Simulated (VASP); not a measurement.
# Si16O (a cell with a defect) in VASP: single point with PBE

Aim: the single point of Si16O (a cell with a defect) with PBE.

Program: VASP 6.6.1. These are calculated values, not measurements. Logs are shortened: lines on timing, memory, paths and dates and some standing lists are left out, and cuts for length are marked.

## 1. The cell of the first run

The cell holds a defect, 17 atoms: a = 7.679 Å, b = 7.679 Å, c = 7.679 Å, α = 60.00°, β = 60.00°, γ = 60.00°.

## 2. Single point, PBE, collinear spin, ferromagnetic start

File INCAR:

```
PREC = Accurate ; ENCUT = 520
EDIFF = 1E-7 ; ISMEAR = -1
SIGMA = 0.02 ; LREAL = Auto
LASPH = T ; NELM = 150
ALGO = Normal ; ISIF = 2
LWAVE = F ; LCHARG = F
ISPIN = 2 ; MAGMOM = 0 0 0 0 0 0 0 0 0 0 0 0 0 0 0 0 1
LORBIT = 11 ; GGA = PE
NBANDS = 53
```

File KPOINTS:

```
Automatic mesh
0
Gamma
  2 2 2
```

File POSCAR:

```
Si16O
1.0
    0.0000000000      5.4300000000      5.4300000000
    5.4300000000      0.0000000000      5.4300000000
    5.4300000000      5.4300000000      0.0000000000
Si O
16 1
Direct
    0.0020708780     -0.0151387662      0.0164957563
    0.1243248159      0.1256045880      0.1277643122
   -0.0033840152      0.0002716838      0.5027096344
    0.1531546649      0.0750061214      0.6429545832
    0.0021013368      0.5001156353     -0.0031825338
    0.1270490110      0.6093432550      0.1366862298
    0.0392138002      0.4465283041      0.5097437836
    0.1237320187      0.6246865358      0.6220942903
    0.4983602551      0.0159128904     -0.0112743305
    0.6261414422      0.1288176134      0.1216544142
    0.5095680627      0.0474634186      0.4870616353
    0.6214857666      0.1779078692      0.6155885033
    0.5004274085      0.4982202592      0.0016396368
    0.6279388472      0.6404466036      0.1079574794
    0.4951312763      0.5495027077      0.4815033500
    0.6682577923      0.5777982551      0.6364013180
    0.6904486387      0.8121847253      0.5604094375
```

Potentials or basis: VASP PAW PBE potentials, release 64 (Si, O).

Run with:

```sh
$ cat potpaw_PBE.64/Si/POTCAR potpaw_PBE.64/O/POTCAR > POTCAR
$ mpirun -np 1 vasp_std > vasp.out
```

OUTCAR:

```text
PREC = Accurate
   ENCUT = 520
   EDIFF = 1E-7
   ISMEAR = -1
   LREAL = Auto
   LASPH = T
   NELM = 150
   ISIF = 2
   ISPIN = 2
   LORBIT = 11
   GGA = PE

 ion  position               nearest neighbor table
   1  0.002  0.985  0.016-   2 2.35   4 2.35   6 2.35  10 2.36
   2  0.124  0.126  0.128-   9 2.35   5 2.35   1 2.35   3 2.35
   3  0.997  0.000  0.503-   2 2.35   4 2.35   8 2.36  12 2.38
   4  0.153  0.075  0.643-  11 2.32   7 2.33   3 2.35   1 2.35
   5  0.002  0.500  0.997-   6 2.35   2 2.35  14 2.35   8 2.35
   6  0.127  0.609  0.137-  13 2.34   5 2.35   1 2.35   7 2.36
   7  0.039  0.447  0.510-  16 2.33   4 2.33   6 2.36   8 2.38
   8  0.124  0.625  0.622-   5 2.35  15 2.35   3 2.36   7 2.38
   9  0.498  0.016  0.989-  10 2.34   2 2.35  14 2.35  12 2.36
  10  0.626  0.129  0.122-  11 2.32  13 2.32   9 2.34   1 2.36
  11  0.510  0.047  0.487-  17 1.66  10 2.32   4 2.32  12 2.33  16 2.95
  12  0.621  0.178  0.616-  11 2.33  15 2.33   9 2.36   3 2.38
  13  0.500  0.498  0.002-  16 2.32  10 2.32   6 2.34  14 2.36
  14  0.628  0.640  0.108-   5 2.35  15 2.35   9 2.35  13 2.36
  15  0.495  0.550  0.482-  16 2.31  12 2.33   8 2.35  14 2.35
  16  0.668  0.578  0.636-  17 1.66  15 2.31  13 2.32   7 2.33  11 2.95
  17  0.690  0.812  0.560-  11 1.66  16 1.66

  LATTYP: Found a face centered cubic cell.
 ALAT       =    10.8600000000

  Lattice vectors:

 A1 = (   0.0000000000,   5.4300000000,   5.4300000000)
 A2 = (   5.4300000000,   0.0000000000,   5.4300000000)
 A3 = (   5.4300000000,   5.4300000000,   0.0000000000)

Analysis of symmetry for initial positions (statically):
=====================================================================
 Subroutine PRICEL returns:
 Original cell was already a primitive cell.

 Routine SETGRP: Setting up the symmetry group for a
 face centered cubic supercell.

 Subroutine GETGRP returns: Found  1 space group operations
 (whereof  1 operations were pure point group operations)
 out of a pool of 48 trial point group operations.

The static configuration has the point symmetry C_1 .

Analysis of symmetry for dynamics (positions and initial velocities):
=====================================================================
 Subroutine PRICEL returns:
 Original cell was already a primitive cell.

 Routine SETGRP: Setting up the symmetry group for a
 face centered cubic supercell.

 Subroutine GETGRP returns: Found  1 space group operations
 (whereof  1 operations were pure point group operations)
 out of a pool of 48 trial point group operations.

The dynamic configuration has the point symmetry C_1 .

Analysis of structural, dynamic, and magnetic symmetry:
=====================================================================
 Subroutine PRICEL returns:
[... 171 lines left out ...]

 E-fermi :   6.1271     XC(G=0):  -9.5319

 val. band max:        5.8803923401   @ k =   0.0000   0.0000   0.0000
 cond. band min:       6.3720343826   @ k =   0.0000   0.0000   0.0000
 fundamental gap:      0.4916420424
 Fermi energy:         6.1271107354

 spin component 1

 k-point     1 :       0.0000    0.0000    0.0000
  band No.  band energies     occupation
      1     -14.4425      1.00000
      2      -5.8127      1.00000
      3      -4.3897      1.00000
      4      -3.6900      1.00000
      5      -3.6681      1.00000
      6      -3.3245      1.00000
[... 389 lines left out ...]
     46      10.2025      0.00000
     47      10.4733      0.00000
 Fermi energy:         6.1271107354

 spin component 2

 k-point     1 :       0.0000    0.0000    0.0000
  band No.  band energies     occupation
      1     -14.4425      1.00000
      2      -5.8127      1.00000
      3      -4.3897      1.00000
      4      -3.6900      1.00000
      5      -3.6681      1.00000
      6      -3.3245      1.00000
[... 389 lines left out ...]
     46      10.2025      0.00000
     47      10.4733      0.00000
 [bands above 47 left out]

------------------------ aborting loop because EDIFF is reached ----------------------------------------

  FORCE on cell =-STRESS in cart. coord.  units (eV):
  Direction    XX          YY          ZZ          XY          YZ          ZX
  --------------------------------------------------------------------------------------
  -------------------------------------------------------------------------------------
  Total        9.1488814      8.5459500      8.5233806     -2.3300817     -3.0123084      2.2998690
  in kB       45.7771861     42.7603693     42.6474415    -11.6587569    -15.0723349     11.5075852
  external PRESSURE =      43.7283323 kB  Pullay stress =       0.0000000 kB

 VOLUME and BASIS-vectors are now :
 -----------------------------------------------------------------------------
  energy-cutoff  :      520.00
  volume of cell :      320.21
      direct lattice vectors                 reciprocal lattice vectors
     0.000000000  5.430000000  5.430000000    -0.092081031  0.092081031  0.092081031
     5.430000000  0.000000000  5.430000000     0.092081031 -0.092081031  0.092081031
     5.430000000  5.430000000  0.000000000     0.092081031  0.092081031 -0.092081031

 POSITION                                       TOTAL-FORCE (eV/Angst)
 -----------------------------------------------------------------------------------
      5.43737      0.10082      5.35904         0.004275      0.002772      0.000897
      1.37579      1.36884      1.35712        -0.003309     -0.000204     -0.007534
      2.73119      8.14134      5.41310         0.003820     -0.014098      0.004195
      3.89853      4.32287      1.23891        -0.004323     -0.005989     -0.005621
      8.12835      5.42413      2.72704         0.004394      0.009699     -0.007851
      4.05094      1.43208      3.99861        -0.000772     -0.003797      0.008136
[... 9 lines left out ...]
      6.59310      7.08430      6.76608        -0.028522      0.025930     -0.049680
      7.45319      6.79216      8.15930         0.009240      0.032324      0.042118
 -----------------------------------------------------------------------------------
    total drift:                               -0.000970      0.000509     -0.003466

  FREE ENERGIE OF THE ION-ELECTRON SYSTEM (eV)
  ---------------------------------------------------
  free  energy   TOTEN  =       -92.6954862241 eV

  energy  without entropy=      -92.6954855794  energy(sigma->0) =      -92.69548590

 total charge

# of ion       s       p       d       tot
------------------------------------------
    1        0.740   0.948   0.000   1.689
    2        0.738   0.960   0.000   1.698
    3        0.744   0.937   0.000   1.681
    4        0.745   0.969   0.000   1.714
    5        0.738   0.961   0.000   1.699
    6        0.739   0.954   0.000   1.693
[... 9 lines left out ...]
   16        0.742   0.946   0.000   1.688
   17        1.576   3.599   0.000   5.175
--------------------------------------------------
tot         13.461  18.898   0.000  32.358

 magnetization (x)

# of ion       s       p       d       tot
------------------------------------------
    1       -0.000  -0.000   0.000  -0.000
    2       -0.000  -0.000   0.000  -0.000
    3        0.000  -0.000   0.000  -0.000
    4       -0.000  -0.000   0.000  -0.000
    5       -0.000  -0.000   0.000  -0.000
    6       -0.000  -0.000   0.000  -0.000
[... 9 lines left out ...]
   16        0.000   0.000   0.000   0.000
   17       -0.000  -0.000   0.000  -0.000
--------------------------------------------------
tot          0.000  -0.000   0.000  -0.000
```

Wall time 8 min (1 thread of Intel Xeon Platinum 8488C (Sapphire Rapids), shared host); peak memory 0.72 GiB.

What came out:

```
Free energy                                           : -92.6955 eV
Pressure                                              : 4.4 GPa
Largest force                                         : 0.067 eV/Å
Band gap on the k mesh                                : 0.49 eV
Net moment                                            : 0.00 μB per cell
Valence electrons inside the program's atomic spheres : Si 1.69, 1.70, 1.68, 1.71, 1.72 (each value once); O 5.17
```

Forces on the atoms (eV/Å):
```
Si   0.004  0.003  0.001
Si  -0.003  0.000 -0.008
Si   0.004 -0.014  0.004
Si  -0.004 -0.006 -0.006
Si   0.004  0.010 -0.008
Si  -0.001 -0.004  0.008
Si  -0.018  0.011 -0.003
Si  -0.005 -0.002 -0.004
Si   0.001  0.001  0.011
Si   0.003 -0.005 -0.007
Si   0.038 -0.052  0.015
Si   0.012 -0.008  0.004
Si  -0.006  0.008  0.001
Si  -0.002 -0.008  0.003
Si  -0.008  0.008 -0.005
Si  -0.029  0.026 -0.050
O    0.009  0.032  0.042
```

Stress tensor (GPa, compression positive):
```
 4.58 -1.17  1.15
-1.17  4.28 -1.51
 1.15 -1.51  4.26
```

Levels at points of the mesh, in eV from the valence-band top:
Spin up:
| k point | band 33 | band 34 | band 35 | band 36 | band 37 | band 38 |
| --- | --- | --- | --- | --- | --- | --- |
| (0.00, 0.00, 0.00) | -0.32 | -0.06 | 0.00 | 0.49 | 0.79 | 0.82 |
| (0.50, 0.00, 0.00) | -0.80 | -0.62 | -0.54 | 1.32 | 1.43 | 1.59 |
| (0.00, 0.50, 0.00) | -0.67 | -0.65 | -0.06 | 1.16 | 1.46 | 1.55 |
| (0.00, 0.00, 0.50) | -0.75 | -0.63 | -0.56 | 1.21 | 1.47 | 1.61 |
| (0.50, 0.50, 0.50) | -0.79 | -0.61 | -0.55 | 1.32 | 1.43 | 1.60 |
| (0.50, 0.50, 0.00) | -1.26 | -1.18 | -0.48 | 1.27 | 1.47 | 2.33 |
| (0.00, 0.50, 0.50) | -1.33 | -1.02 | -0.93 | 1.42 | 1.48 | 2.31 |
| (0.50, 0.00, 0.50) | -1.26 | -1.18 | -0.50 | 1.28 | 1.47 | 2.34 |
Spin down:
```
           k point  band 33  band 34  band 35  band 36  band 37  band 38
(0.00, 0.00, 0.00)    -0.32    -0.06     0.00     0.49     0.79     0.82
(0.50, 0.00, 0.00)    -0.80    -0.62    -0.54     1.32     1.43     1.59
(0.00, 0.50, 0.00)    -0.67    -0.65    -0.06     1.16     1.46     1.55
(0.00, 0.00, 0.50)    -0.75    -0.63    -0.56     1.21     1.47     1.61
(0.50, 0.50, 0.50)    -0.79    -0.61    -0.55     1.32     1.43     1.60
(0.50, 0.50, 0.00)    -1.26    -1.18    -0.48     1.27     1.47     2.33
(0.00, 0.50, 0.50)    -1.33    -1.02    -0.93     1.42     1.48     2.31
(0.50, 0.00, 0.50)    -1.26    -1.18    -0.50     1.28     1.47     2.34
```

Caveat: the k points lie up to 0.50 Å⁻¹ apart; semilocal functionals underestimate gaps, and a narrow one can read as zero.
